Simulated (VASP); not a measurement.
# Sr (Im-3m) in VASP: further runs, part 2 of 2

VASP 6.6.1.

## (4) Relaxation of cell and atoms, PBE

This run uses another cell than the first one, of 55.04 Å³/atom, 1.019 times its volume.

Input file INCAR:

```
SYSTEM = Sr
ALGO = Normal
EDIFF = 1E-6
EDIFFG = -0.005
ENCUT = 600
GGA = PE
IBRION = 2
ISIF = 3
ISMEAR = -1
LASPH = .TRUE.
LCHARG = .FALSE.
LREAL = .FALSE.
LWAVE = .FALSE.
NELM = 60
NSW = 60
PREC = Accurate
SIGMA = 0.05
```

Input file KPOINTS:

```
k-points
0
G
  11 11 11
  0 0 0
```

Input file POSCAR:

```
Sr
1.0
   -2.3962905660      2.3962905660      2.3962905660
    2.3962905660     -2.3962905660      2.3962905660
    2.3962905660      2.3962905660     -2.3962905660
Sr
1
Direct
    0.0000000000      0.0000000000      0.0000000000
```

Potentials or basis: VASP PAW PBE potentials, release 64 (Sr_sv).

Launch:

```console
> cat potpaw_PBE.64/Sr_sv/POTCAR > POTCAR
> mpirun -np 1 vasp_std > vasp.out
```

OUTCAR:

```text
SYSTEM = Sr
   EDIFF = 1E-6
   EDIFFG = -0.005
   ENCUT = 600
   GGA = PE
   IBRION = 2
   ISIF = 3
   ISMEAR = -1
   LASPH = .TRUE.
   LREAL = .FALSE.
   NELM = 60
   NSW = 60
   PREC = Accurate

 ion  position               nearest neighbor table
   1  0.000  0.000  0.000-

  LATTYP: Found a body centered cubic cell.
 ALAT       =     4.7925811320

  Lattice vectors:

 A1 = (  -2.3962905660,   2.3962905660,   2.3962905660)
 A2 = (   2.3962905660,  -2.3962905660,   2.3962905660)
 A3 = (   2.3962905660,   2.3962905660,  -2.3962905660)

Analysis of symmetry for initial positions (statically):
=====================================================================
 Subroutine PRICEL returns:
 Original cell was already a primitive cell.

 Routine SETGRP: Setting up the symmetry group for a
 body centered cubic supercell.
[... 280 lines left out ...]

 E-fermi :   1.6285     XC(G=0):  -7.3954

 val. band max:        1.6093621776   @ k =  -0.4545  -0.4545   0.2727
 cond. band min:       1.6521311304   @ k =  -0.4545  -0.4545   0.2727
 fundamental gap:      0.0427689528
 Fermi energy:         1.6284651991

 k-point     1 :       0.0000    0.0000    0.0000
  band No.  band energies     occupation
      1     -34.9441      2.00000
      2     -16.8274      2.00000
      3     -16.8274      2.00000
      4     -16.8274      2.00000
      5      -2.0253      2.00000
      6       4.0335      0.00000
      7       4.0335      0.00000
      8       4.0335      0.00000
      9       5.3735      0.00000
[... 265 lines left out ...]
 k-point    24 :       0.3636    0.1818    0.0909
  band No.  band energies     occupation
      1     -34.9270      2.00000
      2     -16.9983      2.00000
      3     -16.9214      2.00000
      4     -16.8598      2.00000
      5       1.2866      1.99786
      6       1.8559      0.02094
      7       2.3945      0.00000
      8       5.3704      0.00000
      9       5.9006      0.00000

 [... further k-points ...]
[... 5 lines left out ...]
  --------------------------------------------------------------------------------------
  -------------------------------------------------------------------------------------
  Total       -0.0017198     -0.0017198     -0.0017198     -0.0000000      0.0000000      0.0000000
  in kB       -0.0508932     -0.0508932     -0.0508932     -0.0000000      0.0000000      0.0000000
  external PRESSURE =      -0.0508932 kB  Pullay stress =       0.0000000 kB
[... 16 lines left out ...]
  FREE ENERGIE OF THE ION-ELECTRON SYSTEM (eV)
  ---------------------------------------------------
  free  energy   TOTEN  =        -1.6365293694 eV

  energy  without entropy=       -1.6272005456  energy(sigma->0) =       -1.63186496

 reached required accuracy - stopping structural energy minimisation
```

OSZICAR:

```text
N       E                     dE             d eps       ncg     rms          rms(c)
DAV:   1     0.405698403991E+02    0.40570E+02   -0.52985E+03  1008   0.107E+03
DAV:   2     0.327407204564E+00   -0.40242E+02   -0.39809E+02  1082   0.177E+02
DAV:   3    -0.155323629360E+01   -0.18806E+01   -0.18591E+01  1543   0.307E+01
[... 28 lines left out ...]
DAV:   2    -0.163657052481E+01    0.16120E-03   -0.42945E-04  1089   0.207E-01    0.432E-02
DAV:   3    -0.163651396402E+01    0.56561E-04   -0.25009E-04  1480   0.101E-01    0.320E-02
DAV:   4    -0.163652221549E+01   -0.82515E-05   -0.74707E-06  1332   0.206E-02    0.199E-02
DAV:   5    -0.163652977459E+01   -0.75591E-05   -0.20682E-05  1499   0.259E-02    0.772E-03
DAV:   6    -0.163652936942E+01    0.40518E-06   -0.18943E-07   565   0.412E-03
   4 F= -.16365294E+01 E0= -.16318650E+01  d E =-.585462E-03
```

CONTCAR:

```text
Sr
   1.00000000000000
    -2.3831539392285257    2.3831539392285257    2.3831539392285257
     2.3831539392285257   -2.3831539392285257    2.3831539392285257
     2.3831539392285257    2.3831539392285257   -2.3831539392285257
  Sr
     1
Direct
     0.0000000000000000    0.0000000000000000    0.0000000000000000

  0.00000000E+00  0.00000000E+00  0.00000000E+00
```

Run time: 87 s. Hardware: 1 thread of AMD EPYC 7R43 (Zen 3), shared host; peak memory 0.18 GiB.

Results:

```
Free energy                            : -1.6365 eV
Relaxed volume                         : 54.14 Å³/atom
Relaxed cell                           : a = 4.128 Å, b = 4.128 Å, c = 4.128 Å, α = 109.47°, β = 109.47°, γ = 109.47°
Space group after relaxing (to 0.05 Å) : Im-3m (No. 229)
Energy gained by relaxing              : 0.6 meV/atom
Ionic steps                            : 4
Pressure after relaxing                : 0.0 GPa
Band gap on the k mesh                 : zero (band 5 reaches 1.94 eV, above the bottom of band 6 at 1.53 eV)
```

The path:
| step | energy change (eV) | largest force (eV/Å) | pressure (GPa) | volume (Å³) |
| --- | --- | --- | --- | --- |
| 1 | 0.0000 | 0.0000 | -0.20 | 55.04 |
| 2 | -0.0005 | 0.0000 | -0.07 | 54.48 |
| 3 | -0.0006 | 0.0000 | -0.02 | 54.24 |
| 4 | -0.0006 | 0.0000 | -0.01 | 54.14 |

Final structure:
```cif
data_structure
_symmetry_space_group_name_H-M 'P 1'
_symmetry_Int_Tables_number 1
_cell_length_a 4.1277
_cell_length_b 4.1277
_cell_length_c 4.1277
_cell_angle_alpha 109.471
_cell_angle_beta 109.471
_cell_angle_gamma 109.471
_cell_volume 54.14
loop_
_atom_site_label
_atom_site_type_symbol
_atom_site_fract_x
_atom_site_fract_y
_atom_site_fract_z
_atom_site_occupancy
Sr1 Sr 0.00000 0.00000 0.00000 1
```
